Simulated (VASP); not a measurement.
# S: single point with PBE

The system is S.

```
S
1.0
     2.43974    0.00000    0.00000
     0.00000    2.43974    0.00000
     0.00000    0.00000    2.43974
S
1
Direct
  0.00000 0.00000 0.00000
```

```json
{"Program": "VASP 6.6.1", "Task": "single point", "Functional": "PBE", "Potentials or basis": "VASP PAW PBE potentials, release 64 (S)", "Cutoff": "520 eV", "k mesh": "17 × 17 × 17", "Occupations": "methfessel-paxton, width 0.05 eV", "Spin": "no spin polarisation"}
```

```yaml
Pressure: 19.8 GPa
Band_gap_on_the_k_mesh: zero (band 3 reaches 13.43 eV, above the bottom of band 4 at 5.27 eV)
```

Levels at points of the mesh, in eV from the Fermi level:
```tsv
k point	band 1	band 2	band 3	band 4	band 5	band 6
(0.00, 0.00, 0.00)	-18.79	1.89	1.89	1.89	6.78	6.78
```

It took 13 s on 1 thread of Intel(R) Xeon(R) Platinum 8375C CPU @ 2.90GHz (Ice Lake), on a shared host, peak memory 0.12 GiB.
